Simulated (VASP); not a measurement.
Here is a VASP 6.6.1 calculation.

INCAR

```
  PREC = Accurate
  ENCUT = 600
  EDIFF = 1E-7
  ISMEAR = 0
  SIGMA = 0.01
  LREAL = False
  LASPH = True
  NELM = 100
  ALGO = Normal
  ISIF = 3
  LWAVE = False
  LCHARG = False
  GGA = CA
  IBRION = 2
  NSW = 100
  EDIFFG = -0.002
  PSTRESS = 10.0
```

KPOINTS

```
Automatic mesh
0
Gamma
  8 8 4
```

The input POSCAR:

```
AlN
1.0
    3.0887635703      0.0000000000      0.0000000000
   -1.5443817851      2.6749477181      0.0000000000
    0.0000000000      0.0000000000      4.9432640587
Al N
2 2
Direct
    0.3333333333      0.6666666667     -0.0009922734
    0.6666666667      0.3333333333      0.4990077266
    0.3333333333      0.6666666667      0.3809922734
    0.6666666667      0.3333333333      0.8809922734
```

Potentials or basis: VASP PAW LDA potentials, release 64 (Al, N).

Run with:

```sh
$ cat potpaw_LDA.64/Al/POTCAR potpaw_LDA.64/N/POTCAR > POTCAR
$ mpirun -np 1 vasp_std > vasp.out
```

**Question.** What does it give for the relaxed volume?

**Answer.** 10.19 Å³/atom.

**Question.** Predict the relaxed cell.

**Answer.** a = 3.087 Å, b = 3.087 Å, c = 4.940 Å, α = 90.00°, β = 90.00°, γ = 120.00°.

**Question.** Predict the space group after relaxing (to 0.05 Å).

**Answer.** P6_3mc (No. 186).

**Question.** What does it give for the band gap on the k mesh?

**Answer.** 4.44 eV, direct.

Final structure:
```xyz
4
Lattice="3.0866 0.0000 0.0000 -1.5433 2.6731 0.0000 0.0000 0.0000 4.9396" Properties=species:S:1:pos:R:3 pbc="T T T"
Al    0.0000    1.7821    4.9347
Al    1.5433    0.8910    2.4649
N     0.0000    1.7821    1.8820
N     1.5433    0.8910    4.3518
```

Caveat: the cell is relaxed towards a set pressure, so the enthalpy falls and the energy may rise. As with any semilocal functional, this LDA gap is likely too small.
